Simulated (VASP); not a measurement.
# Bi in VASP: further runs, part 2 of 2

VASP 6.6.1. Earlier steps stand in the parts before.

## Step 3: Single point, PBE

This run uses another cell than the first one, of 35.13 Å³/atom, 0.996 times its volume.

INCAR

```
ALGO = Normal
EDIFF = 1E-6
ENCUT = 520
GGA = PE
ISIF = 2
ISMEAR = 0
LASPH = T
LCHARG = T
LELF = T
LREAL = F
LVHAR = T
LWAVE = F
NBANDS = 14
NELM = 80
PREC = Accurate
SIGMA = 0.1
```

KPOINTS

```
k-points
0
Gamma
  16 16 16
```

POSCAR

```
Bi
1.0
    3.2751592256      0.0000000000      0.0000000000
    0.0000000000      3.2751592256      0.0000000000
    0.0000000000      0.0000000000      3.2751592256
Bi
1
Direct
    0.0000000000      0.0000000000      0.0000000000
```

Potentials or basis: VASP PAW PBE potentials, release 64 (Bi_d).

Command:

```
$ cat potpaw_PBE.64/Bi_d/POTCAR > POTCAR
$ mpirun -np 1 vasp_std > vasp.out
```

OUTCAR:

```text
EDIFF = 1E-6
   ENCUT = 520
   GGA = PE
   ISIF = 2
   ISMEAR = 0
   LASPH = T
   LREAL = F
   NELM = 80
   PREC = Accurate

 ion  position               nearest neighbor table
   1  0.000  0.000  0.000-

  LATTYP: Found a simple cubic cell.
 ALAT       =     3.2751592256

  Lattice vectors:

 A1 = (   3.2751592256,   0.0000000000,   0.0000000000)
 A2 = (   0.0000000000,   3.2751592256,   0.0000000000)
 A3 = (   0.0000000000,   0.0000000000,   3.2751592256)

Analysis of symmetry for initial positions (statically):
[... 585 lines left out ...]

 [... further k-points ...]

------------------------ aborting loop because EDIFF is reached ----------------------------------------

  FORCE on cell =-STRESS in cart. coord.  units (eV):
  Direction    XX          YY          ZZ          XY          YZ          ZX
  --------------------------------------------------------------------------------------
  -------------------------------------------------------------------------------------
  Total       -0.0142718     -0.0142718     -0.0142718      0.0000000      0.0000000     -0.0000000
  in kB       -0.6508667     -0.6508667     -0.6508667      0.0000000      0.0000000     -0.0000000
  external PRESSURE =      -0.6508667 kB  Pullay stress =       0.0000000 kB

 VOLUME and BASIS-vectors are now :
 -----------------------------------------------------------------------------
  energy-cutoff  :      520.00
  volume of cell :       35.13
      direct lattice vectors                 reciprocal lattice vectors
     3.275159226  0.000000000  0.000000000     0.305328667  0.000000000  0.000000000
     0.000000000  3.275159226  0.000000000     0.000000000  0.305328667  0.000000000
     0.000000000  0.000000000  3.275159226     0.000000000  0.000000000  0.305328667

 POSITION                                       TOTAL-FORCE (eV/Angst)
 -----------------------------------------------------------------------------------
      0.00000      0.00000      0.00000         0.000000      0.000000      0.000000
 -----------------------------------------------------------------------------------
    total drift:                                0.000000     -0.000000      0.000000

  FREE ENERGIE OF THE ION-ELECTRON SYSTEM (eV)
  ---------------------------------------------------
  free  energy   TOTEN  =        -3.8405877289 eV

  energy  without entropy=       -3.8374358300  energy(sigma->0) =       -3.83901178
```

OSZICAR:

```text
N       E                     dE             d eps       ncg     rms          rms(c)
DAV:   1     0.115239804488E+03    0.11524E+03   -0.76840E+03  4668   0.118E+03
DAV:   2     0.312620460910E+01   -0.11211E+03   -0.10845E+03  4926   0.332E+02
DAV:   3    -0.366651768412E+01   -0.67927E+01   -0.67676E+01  5844   0.809E+01
DAV:   4    -0.383182797032E+01   -0.16531E+00   -0.16528E+00  6006   0.136E+01
DAV:   5    -0.383943845261E+01   -0.76105E-02   -0.76103E-02  6764   0.262E+00    0.537E-01
DAV:   6    -0.383938357364E+01    0.54879E-04   -0.64549E-03  6424   0.105E+00    0.325E-01
DAV:   7    -0.384049047218E+01   -0.11069E-02   -0.38542E-03  6240   0.898E-01    0.799E-02
DAV:   8    -0.384059052548E+01   -0.10005E-03   -0.50790E-04  5976   0.323E-01    0.856E-03
DAV:   9    -0.384058871659E+01    0.18089E-05   -0.12760E-05  6236   0.437E-02    0.511E-03
DAV:  10    -0.384058732645E+01    0.13901E-05   -0.36137E-06  5500   0.230E-02    0.154E-03
DAV:  11    -0.384058772886E+01   -0.40242E-06   -0.59223E-07  4056   0.125E-02
   1 F= -.38405877E+01 E0= -.38390118E+01  d E =-.315190E-02
```

stdout:

```text
POSCAR found type information on POSCAR Bi
 POSCAR found :  1 types and       1 ions
 scaLAPACK will be used
 LDA part: xc-table for (Slater+PW92), standard interpolation
 POSCAR, INCAR and KPOINTS ok, starting setup
 FFT: planning ... GRIDC
 FFT: planning ... GRID_SOFT
 FFT: planning ... GRID
 WAVECAR not read
 entering main loop
```

Wall time 21 s (1 thread of Intel Xeon Platinum 8559C (Emerald Rapids), shared host); peak memory 0.19 GiB.

Results:

| Item | Value |
| --- | --- |
| Free energy | -3.8406 eV |
| Pressure | -0.1 GPa |

Levels at points of the mesh, in eV from the Fermi level:
```
           k point  band 3  band 4  band 5  band 6  band 7  band 8  band 9  band 10  band 11  band 12
(0.00, 0.00, 0.00)  -22.61  -22.61  -22.61  -12.95    3.11    3.11    3.11     6.22     7.78     7.78
(0.50, 0.00, 0.00)  -22.69  -22.66  -22.60  -11.15   -4.81    4.92    4.92     9.67     9.77    10.23
(0.50, 0.50, 0.00)  -22.68  -22.68  -22.50   -9.36   -3.00   -3.00    2.81     6.78    11.92    11.92
(0.50, 0.50, 0.50)  -22.77  -22.49  -22.49   -7.55   -1.30   -1.30   -1.30     5.40     5.40     5.40
```

Caveat: spin-orbit coupling is left out, which moves the levels of the heavy elements.

## Step 4: Relaxation of cell and atoms, PBE

INCAR

```
PREC = Accurate
ENCUT = 600
EDIFF = 1E-6
ISMEAR = 0
SIGMA = 0.1
LREAL = False
LASPH = True
NELM = 60
ALGO = Normal
ISIF = 3
LWAVE = False
LCHARG = False
GGA = PE
IBRION = 2
NSW = 100
EDIFFG = -0.01
```

KPOINTS

```
regular mesh
0
Gamma
  16 16 16
```

POSCAR

```
Bi
1.0
    3.2800384025      0.0000000000      0.0000000000
    0.0000000000      3.2800384025      0.0000000000
    0.0000000000      0.0000000000      3.2800384025
Bi
1
Direct
    0.0000000000      0.0000000000      0.0000000000
```

Command:

```
$ cat potpaw_PBE.64/Bi_d/POTCAR > POTCAR
$ mpirun -np 1 vasp_std > vasp.out
```

Wall time 83 s (1 thread of Intel Xeon Platinum 8559C (Emerald Rapids), shared host); peak memory 0.22 GiB.

The run converged. Its results:

| Item | Value |
| --- | --- |
| Free energy | -3.8407 eV |
| Relaxed volume | 35.12 Å³/atom |
| Relaxed cell | a = 3.275 Å, b = 3.275 Å, c = 3.275 Å, α = 90.00°, β = 90.00°, γ = 90.00° |
| Space group after relaxing (to 0.05 Å) | Pm-3m (No. 221) |
| Energy gained by relaxing | 0.1 meV/atom |
| Ionic steps | 3 |
| Pressure after relaxing | 0.0 GPa |

The path:
```tsv
step	energy change (eV)	largest force (eV/Å)	pressure (GPa)	volume (Å³)
1	0.0000	0.0000	-0.22	35.29
2	-0.0001	0.0000	0.12	35.04
3	-0.0001	0.0000	-0.01	35.12
```

Final structure:
```xyz
1
Lattice="3.2748 0.0000 0.0000 0.0000 3.2748 0.0000 0.0000 0.0000 3.2748" Properties=species:S:1:pos:R:3 pbc="T T T"
Bi    0.0000    0.0000    0.0000
```

Levels at points of the mesh, in eV from the Fermi level:
| k point | band 4 | band 5 | band 6 | band 7 | band 8 | band 9 | band 10 | band 11 |
| --- | --- | --- | --- | --- | --- | --- | --- | --- |
| (0.00, 0.00, 0.00) | -22.61 | -22.61 | -12.96 | 3.11 | 3.11 | 3.11 | 6.22 | 7.78 |
| (0.50, 0.00, 0.00) | -22.66 | -22.60 | -11.15 | -4.81 | 4.92 | 4.92 | 9.67 | 9.77 |
| (0.50, 0.50, 0.00) | -22.68 | -22.50 | -9.36 | -3.00 | -3.00 | 2.81 | 6.78 | 11.92 |
| (0.50, 0.50, 0.50) | -22.49 | -22.49 | -7.54 | -1.30 | -1.30 | -1.30 | 5.40 | 5.40 |

Caveat: spin-orbit coupling is left out, which moves the levels of the heavy elements.

## Step 5: Summary

```tsv
task	cell	k mesh	cutoff (eV)	gap on the mesh (eV)	pressure (GPa)
single point	a = 3.285, b = 3.285, c = 3.270 Å, 1 atom	6 × 6 × 6	520	none	0.0
single point	a = 3.275 Å, 1 atom	16 × 16 × 16	520	none	-0.1
relaxation of cell and atoms	relaxed from a = 3.280 Å, 1 atom	16 × 16 × 16	600	none	0.0
```

Alike in all rows: level PBE; potentials or basis VASP PAW PBE potentials, release 64 (Bi_d); no spin polarisation; smearing gaussian 0.1 eV.

Caveats: spin-orbit coupling is left out, which moves the levels of the heavy elements.

Absolute energies hang on the potentials; compare differences alone.
